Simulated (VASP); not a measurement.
# LaH3 (Fm-3m) in VASP: a series of runs

LaH3 is run at these levels: LDA; tasks: single point.

Everything below comes from runs of VASP 6.6.1. Logs are shortened: lines on timing, memory, paths and dates and some standing lists are left out, and cuts for length are marked.

## (1) The cell of the first run

Symmetry: Fm-3m, No. 225, cubic system. The conventional cell has a = 5.573 Å, b = 5.573 Å, c = 5.573 Å, α = 90.00°, β = 90.00°, γ = 90.00°. Within 3.2 Å of La (site symmetry m-3m) lie 14 H at 2.41 to 2.79 Å. H (site symmetry m-3m) has 8 H at 2.41 Å and 6 La at 2.79 Å within 3.2 Å. H (site symmetry -43m) has 4 La at 2.41 Å and 10 H at 2.41 to 2.79 Å within 3.2 Å.

## (2) Single point, LDA

INCAR

```
SYSTEM = LaH3
  ALGO = Normal
  EDIFF = 1E-6
  ENCUT = 520
  GGA = CA
  ISIF = 2
  ISMEAR = -1
  LASPH = .TRUE.
  LCHARG = .FALSE.
  LREAL = .FALSE.
  LWAVE = .FALSE.
  NBANDS = 15
  NELM = 80
  PREC = Accurate
  SIGMA = 0.1
```

KPOINTS

```
k-points
0
G
  7 7 7
  0 0 0
```

POSCAR

```
LaH3
1.0
    0.0000000000      2.7864790000      2.7864790000
    2.7864790000      0.0000000000      2.7864790000
    2.7864790000      2.7864790000      0.0000000000
La H
1 3
Direct
    0.0000000000      0.0000000000      0.0000000000
    0.5000000000      0.5000000000      0.5000000000
    0.7500000000      0.7500000000      0.7500000000
    0.2500000000      0.2500000000      0.2500000000
```

Potentials or basis: VASP PAW LDA potentials, release 64 (La, H).

Launch:

```sh
$ cat potpaw_LDA.64/La/POTCAR potpaw_LDA.64/H/POTCAR > POTCAR
$ mpirun -np 1 vasp_std > vasp.out
```

OUTCAR:

```text
SYSTEM = LaH3
   EDIFF = 1E-6
   ENCUT = 520
   GGA = CA
   ISIF = 2
   ISMEAR = -1
   LASPH = .TRUE.
   LREAL = .FALSE.
   NELM = 80
   PREC = Accurate

 ion  position               nearest neighbor table
   1  0.000  0.000  0.000-
   2  0.500  0.500  0.500-
   3  0.750  0.750  0.750-
   4  0.250  0.250  0.250-

  LATTYP: Found a face centered cubic cell.
 ALAT       =     5.5729580000

  Lattice vectors:

 A1 = (   0.0000000000,   2.7864790000,   2.7864790000)
 A2 = (   2.7864790000,   0.0000000000,   2.7864790000)
 A3 = (   2.7864790000,   2.7864790000,   0.0000000000)

Analysis of symmetry for initial positions (statically):
=====================================================================
 Subroutine PRICEL returns:
 Original cell was already a primitive cell.

 Routine SETGRP: Setting up the symmetry group for a
 face centered cubic supercell.

 Subroutine GETGRP returns: Found 48 space group operations
 (whereof 48 operations were pure point group operations)
 out of a pool of 48 trial point group operations.

The static configuration has the point symmetry O_h .

Analysis of symmetry for dynamics (positions and initial velocities):
=====================================================================
 Subroutine PRICEL returns:
 Original cell was already a primitive cell.

 Routine SETGRP: Setting up the symmetry group for a
 face centered cubic supercell.

 Subroutine GETGRP returns: Found 48 space group operations
 (whereof 48 operations were pure point group operations)
 out of a pool of 48 trial point group operations.

The dynamic configuration has the point symmetry O_h .

 Subroutine INISYM returns: Found 48 space group operations
 (whereof 48 operations are pure point group operations),
 and found     1 'primitive' translations

----------------------------------------------------------------------------------------

                                     Primitive cell

  volume of cell :      43.2710

  direct lattice vectors                    reciprocal lattice vectors
     0.000000000  2.786479000  2.786479000    -0.179437921  0.179437921  0.179437921
     2.786479000  0.000000000  2.786479000     0.179437921 -0.179437921  0.179437921
     2.786479000  2.786479000  0.000000000     0.179437921  0.179437921 -0.179437921

  length of vectors
     3.940676393  3.940676393  3.940676393     0.310795597  0.310795597  0.310795597

  position of ions in fractional coordinates (direct lattice)
     0.000000000  0.000000000  0.000000000
     0.500000000  0.500000000  0.500000000
     0.750000000  0.750000000  0.750000000
     0.250000000  0.250000000  0.250000000

  ion indices of the primitive-cell ions
   primitive index   ion index
                 1           1
                 2           2
                 3           3
                 4           4

----------------------------------------------------------------------------------------

 KPOINTS: k-points

Automatic generation of k-mesh.
 Grid dimensions read from file:
 generate k-points for:    7    7    7

 Generating k-lattice:

  Cartesian coordinates                     Fractional coordinates (reciprocal lattice)
    -0.025633989  0.025633989  0.025633989     0.142857143  0.000000000  0.000000000
     0.025633989 -0.025633989  0.025633989     0.000000000  0.142857143  0.000000000
     0.025633989  0.025633989 -0.025633989     0.000000000  0.000000000  0.142857143

  Length of vectors
     0.044399371  0.044399371  0.044399371

  Shift w.r.t. Gamma in fractional coordinates (k-lattice)
     0.000000000  0.000000000  0.000000000

 Subroutine IBZKPT returns following result:
 ===========================================

 Found     20 irreducible k-points:

 Following reciprocal coordinates:
            Coordinates               Weight
  0.000000  0.000000  0.000000      1.000000
  0.142857  0.000000  0.000000      8.000000
  0.285714  0.000000  0.000000      8.000000
  0.428571  0.000000  0.000000      8.000000
  0.142857  0.142857  0.000000      6.000000
  0.285714  0.142857  0.000000     24.000000
[... 12 lines left out ...]
 -0.428571  0.428571  0.142857     24.000000
 -0.285714  0.428571  0.142857     24.000000
   k-points           NKPTS =     20   k-points in BZ     NKDIM =     20   number of bands    NBANDS=     15
   number of dos      NEDOS =    301   number of ions     NIONS =      4
   total plane-waves  NPLWV =  27000
   dimension x,y,z NGX =    30 NGY =   30 NGZ =   30
   dimension x,y,z NGXF=    60 NGYF=   60 NGZF=   60
   ions per type =               1   3
   NGX,Y,Z   is equivalent  to a cutoff of  12.66, 12.66, 12.66 a.u.
   NGXF,Y,Z  is equivalent  to a cutoff of  25.31, 25.31, 25.31 a.u.
 SYSTEM =  LaH3
   PREC   = accura    normal or accurate (medium, high low for compatibility)
   ISTART =      0    job   : 0-new  1-cont  2-samecut
   ICHARG =      2    charge: 1-file 2-atom 10-const
   ISPIN  =      1    spin polarized calculation?
   LNONCOLLINEAR =      F non collinear calculations
   LSORBIT =      F    spin-orbit coupling
   LASPH  =      T    aspherical Exc in radial PAW
   ENCUT  =  520.0 eV  38.22 Ry    6.18 a.u.   7.33  7.33  7.33*2*pi/ulx,y,z
   NELM   =     80;   NELMIN=  2; NELMDL= -5     # of ELM steps
   EDIFF  = 0.1E-05   stopping-criterion for ELM
   LREAL  =      F    real-space projection
   EDIFFG = 0.1E-04   stopping-criterion for IOM
   NSW    =      0    number of steps for IOM
   IBRION =     -1    ionic relax: 0-MD 1-quasi-New 2-CG
   NFREE  =      0    steps in history (QN), initial steepest desc. (CG)
   ISIF   =      2    stress and relaxation
   ISYM   =      2    0-nonsym 1-usesym 2-fastsym
   POTIM  = 0.5000    time-step for ionic-motion
   TEBEG  =    0.0;   TEEND  =   0.0 temperature during run
   PSTRESS=    0.0 pullay stress
   NELECT =      14.0000    total number of electrons
   NUPDOWN=      -1.0000    fix difference up-down
   EMIN   =  10.00;   EMAX   =-10.00  energy-range for DOS
   EFERMI =   0.00;   METHOD = LEGACY
   ISMEAR =    -1;   SIGMA  =   0.10  broadening in eV -4-tet -1-fermi 0-gaus
   EFERMI_NEDOS =   21; number of points for ismear=-14 and -15
   IALGO  =     38    algorithm
   IMIX   =      4    mixing-type and parameters
     AMIX     =   0.40;   BMIX     =  1.00
     AMIX_MAG =   1.60;   BMIX_MAG =  1.00
  volume/ion in A,a.u.               =      10.82        73.00
  Fermi-wavevector in a.u.,A,eV,Ry     =   1.123876  2.123818 17.185482  1.263097
  Thomas-Fermi vector in A             =   2.260545
   LORBIT       =      0    0 simple, 1 ext, 2 COOP (PROOUT), +10 PAW based schemes
   GGA     = CA    functional components
   LHFCALC =     F    Hartree Fock is set to
   AEXX    =    0.0000 exact exchange contribution
   IVDW    =     0    specifies the selected vdW correction
   LEPSILON=     F    determine dielectric tensor
   LRPA    =     F    only Hartree local field effects (RPA)
 non-spin polarized calculation
  energy-cutoff  :      520.00
  volume of cell :       43.27
 maximum number of plane-waves:      1211
 NGX is ok and might be reduce to    30
   NGX = 15   NGY = 15   NGZ = 15

 number of electron      13.9999998 magnetization

 Free energy of the ion-electron system (eV)
  ---------------------------------------------------
  ext. energy  EPLUGINS =         0.00000000
  ---------------------------------------------------
  free energy    TOTEN  =       -18.58676555 eV

  energy without entropy =      -18.58180745  energy(sigma->0) =      -18.58428650

 E-fermi :   7.4115     XC(G=0): -10.2965

 val. band max:        7.1143510867   @ k =   0.1429   0.0000   0.0000
 cond. band min:       7.6966592486   @ k =   0.4286   0.0000   0.0000
 fundamental gap:      0.5823081618
 Fermi energy:         7.4114745834

 k-point     1 :       0.0000    0.0000    0.0000
  band No.  band energies     occupation
      1     -25.6627      2.00000
      2      -8.9404      2.00000
      3      -8.9404      2.00000
      4      -8.9404      2.00000
      5      -0.4585      2.00000
      6       4.6525      2.00000
      7       7.8217      0.03254
      8       7.8217      0.03254
      9       7.8217      0.03254
     10       8.1468      0.00128
     11       8.6697      0.00001
     12       8.6697      0.00001
     13       8.6697      0.00001
     14       9.2463      0.00000
     15       9.2463      0.00000

 k-point     2 :       0.1429    0.0000    0.0000
  band No.  band energies     occupation
      1     -25.6386      2.00000
      2      -9.1971      2.00000
      3      -8.9652      2.00000
      4      -8.9652      2.00000
      5       0.0368      2.00000
      6       4.0347      2.00000
      7       7.1144      1.90252
      8       7.9428      0.00981
      9       7.9428      0.00981
     10       8.5673      0.00002
     11       8.6439      0.00001
     12       8.6439      0.00001
     13       9.2506      0.00000
     14       9.2506      0.00000
     15       9.3312      0.00000

 k-point     3 :       0.2857    0.0000    0.0000
  band No.  band energies     occupation
      1     -25.5837      2.00000
      2      -9.7124      2.00000
      3      -9.0202      2.00000
      4      -9.0202      2.00000
      5       1.0481      2.00000
      6       3.3971      2.00000
      7       6.0272      2.00000
      8       7.9148      0.01295
      9       7.9148      0.01295
     10       8.6740      0.00001
     11       8.6740      0.00001
     12       9.0458      0.00000
     13       9.1951      0.00000
     14       9.1951      0.00000
     15       9.2552      0.00000
[... 271 lines left out ...]
 k-point    19 :      -0.4286    0.4286    0.1429
  band No.  band energies     occupation
      1     -25.4969      2.00000
      2      -9.9229      2.00000
      3      -9.4396      2.00000
      4      -9.2923      2.00000
      5       2.4982      2.00000
      6       2.5425      2.00000
      7       3.9702      2.00000
      8       8.3581      0.00015
      9       8.7339      0.00000
     10       8.8116      0.00000
     11       9.0448      0.00000
     12       9.0808      0.00000
     13       9.0840      0.00000
     14       9.2337      0.00000
     15      10.3595      0.00000

 k-point    20 :      -0.2857    0.4286    0.1429
  band No.  band energies     occupation
      1     -25.4930      2.00000
      2      -9.7628      2.00000
      3      -9.6780      2.00000
      4      -9.2773      2.00000
      5       2.8680      2.00000
      6       2.9195      2.00000
      7       3.4783      2.00000
      8       8.0463      0.00349
      9       8.7422      0.00000
     10       8.7644      0.00000
     11       9.0646      0.00000
     12       9.0959      0.00000
     13       9.1267      0.00000
     14       9.1491      0.00000
     15       9.9723      0.00000

------------------------ aborting loop because EDIFF is reached ----------------------------------------

  FORCE on cell =-STRESS in cart. coord.  units (eV):
  Direction    XX          YY          ZZ          XY          YZ          ZX
  --------------------------------------------------------------------------------------
  -------------------------------------------------------------------------------------
  Total       -1.2902375     -1.2902375     -1.2902375      0.0000000     -0.0000000      0.0000000
  in kB      -47.7730456    -47.7730456    -47.7730456      0.0000000     -0.0000000      0.0000000
  external PRESSURE =     -47.7730456 kB  Pullay stress =       0.0000000 kB

 VOLUME and BASIS-vectors are now :
 -----------------------------------------------------------------------------
  energy-cutoff  :      520.00
  volume of cell :       43.27
      direct lattice vectors                 reciprocal lattice vectors
     0.000000000  2.786479000  2.786479000    -0.179437921  0.179437921  0.179437921
     2.786479000  0.000000000  2.786479000     0.179437921 -0.179437921  0.179437921
     2.786479000  2.786479000  0.000000000     0.179437921  0.179437921 -0.179437921

 POSITION                                       TOTAL-FORCE (eV/Angst)
 -----------------------------------------------------------------------------------
      0.00000      0.00000      0.00000         0.000000      0.000000      0.000000
      2.78648      2.78648      2.78648         0.000000      0.000000      0.000000
      4.17972      4.17972      4.17972        -0.000000     -0.000000     -0.000000
      1.39324      1.39324      1.39324         0.000000      0.000000      0.000000
 -----------------------------------------------------------------------------------
    total drift:                                0.000000     -0.000000     -0.000000

  FREE ENERGIE OF THE ION-ELECTRON SYSTEM (eV)
  ---------------------------------------------------
  free  energy   TOTEN  =       -18.5867655481 eV

  energy  without entropy=      -18.5818074454  energy(sigma->0) =      -18.58428650
```

It took 7.6 s on 1 thread of Intel Xeon 6975P-C (Granite Rapids), shared host; peak memory 0.15 GiB.

What came out:

| Property | Result |
| --- | --- |
| Free energy | -18.5868 eV |
| Pressure | -4.8 GPa |
| Band gap on the k mesh | zero (band 7 reaches 7.82 eV, above the bottom of band 8 at 7.70 eV) |

Levels at points of the mesh, in eV from the Fermi level:
| k point | band 4 | band 5 | band 6 | band 7 | band 8 | band 9 | band 10 | band 11 |
| --- | --- | --- | --- | --- | --- | --- | --- | --- |
| (0.00, 0.00, 0.00) | -16.35 | -7.87 | -2.76 | 0.41 | 0.41 | 0.41 | 0.74 | 1.26 |

Caveat: spin-orbit coupling is left out, which moves the levels of the heavy elements.

## (3) Single point, LDA

INCAR

```
SYSTEM = LaH3
PREC = Accurate
ENCUT = 520
EDIFF = 1E-7
ISMEAR = -1
SIGMA = 0.1
LREAL = .FALSE.
LASPH = .TRUE.
NELM = 60
ALGO = Normal
ISIF = 2
LWAVE = .FALSE.
LCHARG = .FALSE.
NBANDS = 15
```

KPOINTS

```
regular mesh
0
G
  7 7 7
  0 0 0
```

POSCAR is that of step 2.

Potentials or basis: VASP PAW LDA potentials, release 64 (La, H).

Launch:

```sh
$ cat potpaw_LDA.64/La/POTCAR potpaw_LDA.64/H/POTCAR > POTCAR
$ mpirun -np 1 vasp_std > vasp.out
```

OUTCAR:

```text
SYSTEM = LaH3
   PREC = Accurate
   ENCUT = 520
   EDIFF = 1E-7
   ISMEAR = -1
   LREAL = .FALSE.
   LASPH = .TRUE.
   NELM = 60
   ISIF = 2

 ion  position               nearest neighbor table
   1  0.000  0.000  0.000-
   2  0.500  0.500  0.500-
   3  0.750  0.750  0.750-
   4  0.250  0.250  0.250-

  LATTYP: Found a face centered cubic cell.
 ALAT       =     5.5729580000

  Lattice vectors:

 A1 = (   0.0000000000,   2.7864790000,   2.7864790000)
 A2 = (   2.7864790000,   0.0000000000,   2.7864790000)
 A3 = (   2.7864790000,   2.7864790000,   0.0000000000)

Analysis of symmetry for initial positions (statically):
=====================================================================
 Subroutine PRICEL returns:
 Original cell was already a primitive cell.

 Routine SETGRP: Setting up the symmetry group for a
 face centered cubic supercell.

 Subroutine GETGRP returns: Found 48 space group operations
 (whereof 48 operations were pure point group operations)
 out of a pool of 48 trial point group operations.

[... 176 lines left out ...]
      7       7.8217      0.03254
      8       7.8217      0.03254
      9       7.8217      0.03254
     10       8.1468      0.00128
     11       8.6697      0.00001
     12       8.6697      0.00001
     13       8.6697      0.00001
     14       9.2463      0.00000
[... 329 lines left out ...]
      2      -9.7628      2.00000
      3      -9.6780      2.00000
      4      -9.2773      2.00000
      5       2.8680      2.00000
      6       2.9195      2.00000
      7       3.4783      2.00000
      8       8.0463      0.00349
      9       8.7422      0.00000
     10       8.7644      0.00000
     11       9.0646      0.00000
     12       9.0959      0.00000
     13       9.1267      0.00000
     14       9.1491      0.00000
     15       9.9723      0.00000

------------------------ aborting loop because EDIFF is reached ----------------------------------------

  FORCE on cell =-STRESS in cart. coord.  units (eV):
  Direction    XX          YY          ZZ          XY          YZ          ZX
  --------------------------------------------------------------------------------------
  -------------------------------------------------------------------------------------
  Total       -1.2893345     -1.2893345     -1.2893345     -0.0000000     -0.0000000      0.0000000
  in kB      -47.7396098    -47.7396098    -47.7396098     -0.0000000     -0.0000000      0.0000000
  external PRESSURE =     -47.7396098 kB  Pullay stress =       0.0000000 kB

 VOLUME and BASIS-vectors are now :
 -----------------------------------------------------------------------------
  energy-cutoff  :      520.00
  volume of cell :       43.27
      direct lattice vectors                 reciprocal lattice vectors
     0.000000000  2.786479000  2.786479000    -0.179437921  0.179437921  0.179437921
     2.786479000  0.000000000  2.786479000     0.179437921 -0.179437921  0.179437921
     2.786479000  2.786479000  0.000000000     0.179437921  0.179437921 -0.179437921

 POSITION                                       TOTAL-FORCE (eV/Angst)
 -----------------------------------------------------------------------------------
      0.00000      0.00000      0.00000        -0.000000     -0.000000     -0.000000
      2.78648      2.78648      2.78648        -0.000000     -0.000000     -0.000000
      4.17972      4.17972      4.17972        -0.000000     -0.000000     -0.000000
      1.39324      1.39324      1.39324         0.000000      0.000000      0.000000
 -----------------------------------------------------------------------------------
    total drift:                                0.000000     -0.000000     -0.000000

  FREE ENERGIE OF THE ION-ELECTRON SYSTEM (eV)
  ---------------------------------------------------
  free  energy   TOTEN  =       -18.5867655752 eV

  energy  without entropy=      -18.5818074726  energy(sigma->0) =      -18.58428652
```

OSZICAR:

```text
N       E                     dE             d eps       ncg     rms          rms(c)
DAV:   1     0.965797645680E+02    0.96580E+02   -0.51699E+03   608   0.126E+03
DAV:   2    -0.109546174584E+02   -0.10753E+03   -0.95971E+02   781   0.182E+02
DAV:   3    -0.188220171527E+02   -0.78674E+01   -0.77496E+01   784   0.823E+01
DAV:   4    -0.192921345759E+02   -0.47012E+00   -0.46922E+00  1023   0.143E+01
DAV:   5    -0.193063175874E+02   -0.14183E-01   -0.14182E-01   848   0.222E+00    0.538E+00
DAV:   6    -0.187266712195E+02    0.57965E+00   -0.93706E-01   992   0.543E+00    0.259E+00
DAV:   7    -0.185918296183E+02    0.13484E+00   -0.44365E-01   859   0.289E+00    0.631E-01
DAV:   8    -0.185871893136E+02    0.46403E-02   -0.27256E-02   965   0.182E+00    0.225E-01
DAV:   9    -0.185874631514E+02   -0.27384E-03   -0.11133E-02  1010   0.925E-01    0.134E-01
DAV:  10    -0.185867611758E+02    0.70198E-03   -0.32178E-03  1001   0.498E-01    0.781E-03
DAV:  11    -0.185867701061E+02   -0.89303E-05   -0.85679E-05  1022   0.583E-02    0.959E-03
DAV:  12    -0.185867656190E+02    0.44871E-05   -0.15579E-05   978   0.349E-02    0.204E-03
DAV:  13    -0.185867655752E+02    0.43776E-07   -0.61855E-07  1040   0.577E-03
   1 F= -.18586766E+02 E0= -.18584287E+02  d E =-.495810E-02
```

Run time: 8 s. Hardware: 1 thread of Intel Xeon 6975P-C (Granite Rapids), shared host; peak memory 0.16 GiB.

What came out:

* Free energy: -18.5868 eV
* Pressure: -4.8 GPa
* Band gap on the k mesh: zero (band 7 reaches 7.82 eV, above the bottom of band 8 at 7.70 eV)

Caveat: spin-orbit coupling is left out, which moves the levels of the heavy elements.
